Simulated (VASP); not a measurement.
# Ca (P6_3/mmc) in VASP: single point with PBE

Aim: the single point of Ca with PBE.

Program: VASP 6.6.1. These are calculated values, not measurements. Logs are shortened: lines on timing, memory, paths and dates and some standing lists are left out, and cuts for length are marked.

### 1 The cell of the first run

Symmetry: P6_3/mmc, No. 194, hexagonal system. Conventional cell: a = 7.297 Å, b = 7.297 Å, c = 6.166 Å, α = 90.00°, β = 90.00°, γ = 120.00°. Within 3.9 Å of Ca (site symmetry mm2) lie 4 Ca at 2.99 to 3.18 Å.

The cell was generated, and may not be a known phase.

### 2 Single point, PBE

Contents of INCAR:

```
PREC     = Accurate       # precision mode
ENCUT    = 520            # plane-wave cutoff, eV
EDIFF    = 1E-7           # SCF threshold, eV
ISMEAR   = 0              # smearing method
SIGMA    = 0.1            # smearing width, eV
LREAL    = False          # projectors in reciprocal space
LASPH    = True           # aspherical terms in the spheres
NELM     = 100            # most SCF steps
ALGO     = Fast           # electronic algorithm
ISIF     = 2              # what is computed and relaxed
LWAVE    = False          # write WAVECAR
LCHARG   = False          # write CHGCAR
GGA      = PE             # functional
NBANDS   = 39             # bands
```

Contents of KPOINTS:

```
Automatic mesh
0
Gamma
  3 3 4
```

Contents of POSCAR:

```
Ca
1.0
    7.2973403700      0.0000000000      0.0000000000
   -3.6486701900      6.3196821400      0.0000000000
    0.0000000000      0.0000000000      6.1664212700
Ca
6
Direct
    0.4699257900      0.5300742100      0.2500000000
    0.4699257900      0.9398515700      0.2500000000
    0.0601484300      0.5300742100      0.2500000000
    0.5300742100      0.4699257900      0.7500000000
    0.5300742100      0.0601484300      0.7500000000
    0.9398515700      0.4699257900      0.7500000000
```

Potentials or basis: VASP PAW PBE potentials, release 64 (Ca_sv).

Command:

```sh
$ cat potpaw_PBE.64/Ca_sv/POTCAR > POTCAR
$ mpirun -np 1 vasp_std > vasp.out
```

OUTCAR:

```text
PREC = Accurate
   ENCUT = 520
   EDIFF = 1E-7
   ISMEAR = 0
   LREAL = False
   LASPH = True
   NELM = 100
   ISIF = 2
   GGA = PE

 ion  position               nearest neighbor table
   1  0.470  0.530  0.250-   3 2.99   2 2.99
   2  0.470  0.940  0.250-   3 2.99   1 2.99
   3  0.060  0.530  0.250-   2 2.99   1 2.99
   4  0.530  0.470  0.750-   6 2.99   5 2.99
   5  0.530  0.060  0.750-   6 2.99   4 2.99
   6  0.940  0.470  0.750-   5 2.99   4 2.99

  LATTYP: Found a hexagonal cell.
 ALAT       =     7.2973403700
 C/A-ratio  =     0.8450231122

  Lattice vectors:

 A1 = (   7.2973403700,   0.0000000000,   0.0000000000)
 A2 = (  -3.6486701900,   6.3196821400,   0.0000000000)
 A3 = (   0.0000000000,   0.0000000000,   6.1664212700)

Analysis of symmetry for initial positions (statically):
=====================================================================
 Subroutine PRICEL returns:
 Original cell was already a primitive cell.

 Routine SETGRP: Setting up the symmetry group for a
 hexagonal supercell.

 Subroutine GETGRP returns: Found 24 space group operations
 (whereof 12 operations were pure point group operations)
 out of a pool of 24 trial point group operations.

The static configuration has the point symmetry D_3d.
 The point group associated with its full space group is D_6h.

Analysis of symmetry for dynamics (positions and initial velocities):
=====================================================================
 Subroutine PRICEL returns:
 Original cell was already a primitive cell.

 Routine SETGRP: Setting up the symmetry group for a
 hexagonal supercell.

 Subroutine GETGRP returns: Found 24 space group operations
 (whereof 12 operations were pure point group operations)
 out of a pool of 24 trial point group operations.

The dynamic configuration has the point symmetry D_3d.
 The point group associated with its full space group is D_6h.

 Subroutine INISYM returns: Found 24 space group operations
 (whereof 12 operations are pure point group operations),
 and found     1 'primitive' translations

----------------------------------------------------------------------------------------

                                     Primitive cell

  volume of cell :     284.3761

  direct lattice vectors                    reciprocal lattice vectors
     7.297340370  0.000000000  0.000000000     0.137036228  0.079117903  0.000000000
    -3.648670190  6.319682140  0.000000000     0.000000000  0.158235806  0.000000000
     0.000000000  0.000000000  6.166421270     0.000000000  0.000000000  0.162168616

  length of vectors
     7.297340370  7.297340372  6.166421270     0.158235807  0.158235806  0.162168616

  position of ions in fractional coordinates (direct lattice)
     0.469925790  0.530074210  0.250000000
     0.469925790  0.939851570  0.250000000
     0.060148430  0.530074210  0.250000000
     0.530074210  0.469925790  0.750000000
     0.530074210  0.060148430  0.750000000
     0.939851570  0.469925790  0.750000000

  ion indices of the primitive-cell ions
   primitive index   ion index
                 1           1
                 2           2
                 3           3
                 4           4
                 5           5
                 6           6

----------------------------------------------------------------------------------------

 KPOINTS: Automatic mesh

Automatic generation of k-mesh.
 Grid dimensions read from file:
 generate k-points for:    3    3    4

 Generating k-lattice:

  Cartesian coordinates                     Fractional coordinates (reciprocal lattice)
     0.045678743  0.026372634  0.000000000     0.333333333  0.000000000  0.000000000
     0.000000000  0.052745269  0.000000000     0.000000000  0.333333333  0.000000000
     0.000000000  0.000000000  0.040542154     0.000000000  0.000000000  0.250000000

  Length of vectors
     0.052745269  0.052745269  0.040542154

  Shift w.r.t. Gamma in fractional coordinates (k-lattice)
     0.000000000  0.000000000  0.000000000

 Subroutine IBZKPT returns following result:
 ===========================================

 Found      9 irreducible k-points:

 Following reciprocal coordinates:
            Coordinates               Weight
  0.000000  0.000000  0.000000      1.000000
  0.333333  0.000000  0.000000      6.000000
  0.333333  0.333333  0.000000      2.000000
  0.000000  0.000000  0.250000      2.000000
  0.333333  0.000000  0.250000     12.000000
  0.333333  0.333333  0.250000      4.000000
  0.000000  0.000000  0.500000      1.000000
  0.333333  0.000000  0.500000      6.000000
  0.333333  0.333333  0.500000      2.000000
   k-points           NKPTS =      9   k-points in BZ     NKDIM =      9   number of bands    NBANDS=     39
   number of dos      NEDOS =    301   number of ions     NIONS =      6
   total plane-waves  NPLWV = 139968
   dimension x,y,z NGX =    54 NGY =   54 NGZ =   48
   dimension x,y,z NGXF=   108 NGYF=  108 NGZF=   96
   ions per type =               6
   NGX,Y,Z   is equivalent  to a cutoff of  12.30, 12.30, 12.94 a.u.
   NGXF,Y,Z  is equivalent  to a cutoff of  24.60, 24.60, 25.88 a.u.
 SYSTEM =  unknown system
   PREC   = accura    normal or accurate (medium, high low for compatibility)
   ISTART =      0    job   : 0-new  1-cont  2-samecut
   ICHARG =      2    charge: 1-file 2-atom 10-const
   ISPIN  =      1    spin polarized calculation?
   LNONCOLLINEAR =      F non collinear calculations
   LSORBIT =      F    spin-orbit coupling
   LASPH  =      T    aspherical Exc in radial PAW
   ENCUT  =  520.0 eV  38.22 Ry    6.18 a.u.  13.57 13.57 11.47*2*pi/ulx,y,z
   NELM   =    100;   NELMIN=  2; NELMDL= -5     # of ELM steps
   EDIFF  = 0.1E-06   stopping-criterion for ELM
   LREAL  =      F    real-space projection
   EDIFFG = 0.1E-05   stopping-criterion for IOM
   NSW    =      0    number of steps for IOM
   IBRION =     -1    ionic relax: 0-MD 1-quasi-New 2-CG
   NFREE  =      0    steps in history (QN), initial steepest desc. (CG)
   ISIF   =      2    stress and relaxation
   ISYM   =      2    0-nonsym 1-usesym 2-fastsym
   POTIM  = 0.5000    time-step for ionic-motion
   TEBEG  =    0.0;   TEEND  =   0.0 temperature during run
   PSTRESS=    0.0 pullay stress
   NELECT =      60.0000    total number of electrons
   NUPDOWN=      -1.0000    fix difference up-down
   EMIN   =  10.00;   EMAX   =-10.00  energy-range for DOS
   EFERMI =   0.00;   METHOD = LEGACY
   ISMEAR =     0;   SIGMA  =   0.10  broadening in eV -4-tet -1-fermi 0-gaus
   EFERMI_NEDOS =   21; number of points for ismear=-14 and -15
   IALGO  =     68    algorithm
   IMIX   =      4    mixing-type and parameters
     AMIX     =   0.40;   BMIX     =  1.00
     AMIX_MAG =   1.60;   BMIX_MAG =  1.00
  volume/ion in A,a.u.               =      47.40       319.84
  Fermi-wavevector in a.u.,A,eV,Ry     =   0.974603  1.841732 12.923497  0.949850
  Thomas-Fermi vector in A             =   2.105076
   LORBIT       =      0    0 simple, 1 ext, 2 COOP (PROOUT), +10 PAW based schemes
   GGA     = PE    functional components
   LHFCALC =     F    Hartree Fock is set to
   AEXX    =    0.0000 exact exchange contribution
   IVDW    =     0    specifies the selected vdW correction
   LEPSILON=     F    determine dielectric tensor
   LRPA    =     F    only Hartree local field effects (RPA)
 non-spin polarized calculation
 RMM-DIIS sequential band-by-band and
 Gauss-broadening in eV      SIGMA  =   0.10
  energy-cutoff  :      520.00
  volume of cell :      284.38
 maximum number of plane-waves:      7698
 NGX is ok and might be reduce to    54
   NGX = 27   NGY = 27   NGZ = 23

 number of electron      60.0000009 magnetization

 Free energy of the ion-electron system (eV)
  ---------------------------------------------------
  ext. energy  EPLUGINS =         0.00000000
  ---------------------------------------------------
  free energy    TOTEN  =        -4.67939219 eV

  energy without entropy =       -4.63193157  energy(sigma->0) =       -4.65566188

 E-fermi :   1.2356     XC(G=0):  -7.1265

 val. band max:        1.1626796371   @ k =   0.0000   0.0000   0.0000
 cond. band min:       1.2649223657   @ k =   0.3333   0.0000   0.0000
 fundamental gap:      0.1022427286
 Fermi energy:         1.2355807511

 k-point     1 :       0.0000    0.0000    0.0000
  band No.  band energies     occupation
      1     -40.9848      2.00000
      2     -40.9265      2.00000
      3     -40.8971      2.00000
      4     -40.8971      2.00000
      5     -40.8395      2.00000
      6     -40.8395      2.00000
[... 31 lines left out ...]
     38       2.3848      0.00000
     39       2.4059      0.00000

 k-point     2 :       0.3333    0.0000    0.0000
  band No.  band energies     occupation
      1     -40.9766      2.00000
      2     -40.9471      2.00000
      3     -40.8971      2.00000
      4     -40.8767      2.00000
      5     -40.8475      2.00000
      6     -40.8395      2.00000
[... 31 lines left out ...]
     38       2.4190      0.00000
     39       2.4757      0.00000

 k-point     3 :       0.3333    0.3333    0.0000
  band No.  band energies     occupation
      1     -40.9637      2.00000
      2     -40.9637      2.00000
      3     -40.8971      2.00000
      4     -40.8602      2.00000
      5     -40.8602      2.00000
      6     -40.8395      2.00000
[... 31 lines left out ...]
     38       2.2432      0.00000
     39       2.5538      0.00000

 k-point     4 :       0.0000    0.0000    0.2500
  band No.  band energies     occupation
      1     -40.9763      2.00000
      2     -40.9351      2.00000
      3     -40.8887      2.00000
      4     -40.8887      2.00000
      5     -40.8480      2.00000
      6     -40.8480      2.00000
[... 31 lines left out ...]
     38       2.3483      0.00000
     39       2.5338      0.00000
[... 124 lines left out ...]
     38       1.7465      0.00000
     39       2.5450      0.00000

 k-point     8 :       0.3333    0.0000    0.5000
  band No.  band energies     occupation
      1     -40.9552      2.00000
      2     -40.9552      2.00000
      3     -40.8689      2.00000
      4     -40.8689      2.00000
      5     -40.8684      2.00000
      6     -40.8684      2.00000
[... 31 lines left out ...]
     38       2.1965      0.00000
     39       2.7148      0.00000

 k-point     9 :       0.3333    0.3333    0.5000
  band No.  band energies     occupation
      1     -40.9550      2.00000
      2     -40.9550      2.00000
      3     -40.8692      2.00000
      4     -40.8692      2.00000
      5     -40.8684      2.00000
      6     -40.8684      2.00000
[... 31 lines left out ...]
     38       2.2954      0.00000
     39       2.8829      0.00000

------------------------ aborting loop because EDIFF is reached ----------------------------------------

  FORCE on cell =-STRESS in cart. coord.  units (eV):
  Direction    XX          YY          ZZ          XY          YZ          ZX
  --------------------------------------------------------------------------------------
  -------------------------------------------------------------------------------------
  Total        5.2964361      5.2964361     11.0022394     -0.0000000     -0.0000000     -0.0000000
  in kB       29.8401699     29.8401699     61.9867184     -0.0000000     -0.0000000     -0.0000000
  external PRESSURE =      40.5556861 kB  Pullay stress =       0.0000000 kB

 VOLUME and BASIS-vectors are now :
 -----------------------------------------------------------------------------
  energy-cutoff  :      520.00
  volume of cell :      284.38
      direct lattice vectors                 reciprocal lattice vectors
     7.297340370  0.000000000  0.000000000     0.137036228  0.079117903  0.000000000
    -3.648670190  6.319682140  0.000000000     0.000000000  0.158235806  0.000000000
     0.000000000  0.000000000  6.166421270     0.000000000  0.000000000  0.162168616

 POSITION                                       TOTAL-FORCE (eV/Angst)
 -----------------------------------------------------------------------------------
      1.49514      3.34990      1.54161         2.171900     -1.253947      0.000000
      0.00000      5.93956      1.54161        -0.000000      2.507894     -0.000000
     -1.49514      3.34990      1.54161        -2.171900     -1.253947     -0.000000
      2.15353      2.96978      4.62482        -2.171900      1.253947     -0.000000
      3.64867      0.38012      4.62482         0.000000     -2.507894      0.000000
      5.14381      2.96978      4.62482         2.171900      1.253947      0.000000
 -----------------------------------------------------------------------------------
    total drift:                               -0.000007     -0.000002      0.000009

  FREE ENERGIE OF THE ION-ELECTRON SYSTEM (eV)
  ---------------------------------------------------
  free  energy   TOTEN  =        -4.6793921863 eV

  energy  without entropy=       -4.6319315727  energy(sigma->0) =       -4.65566188
```

Wall time 7.8 min (1 thread of Intel Xeon Platinum 8259CL at 2.50GHz (Skylake/Cascade Lake), shared host); peak memory 0.39 GiB.

Results:

```
Free energy            : -4.6794 eV
Pressure               : 4.1 GPa
Largest force          : 2.508 eV/Å
Band gap on the k mesh : zero (bands 30 and 31 overlap by 0.39 eV)
```

Forces in eV/Å, atoms in the order of the input:
```
Ca   2.172 -1.254  0.000
Ca   0.000  2.508  0.000
Ca  -2.172 -1.254  0.000
Ca  -2.172  1.254  0.000
Ca   0.000 -2.508  0.000
Ca   2.172  1.254  0.000
```

Levels at points of the mesh, in eV from the Fermi level:
| k point | band 28 | band 29 | band 30 | band 31 | band 32 | band 33 |
| --- | --- | --- | --- | --- | --- | --- |
| (0.00, 0.00, 0.00) | -0.63 | -0.33 | -0.30 | -0.07 | 0.26 | 0.26 |
| (0.00, 0.00, 0.50) | -0.56 | 0.26 | 0.26 | 0.30 | 0.30 | 0.30 |

Caveat: the cell stands under pressure; forces of over 1 eV/Å act on the atoms, so gaps and moduli don't describe the material at rest.

The gap in the log of VASP goes by the Fermi energy; the results here count the filled bands.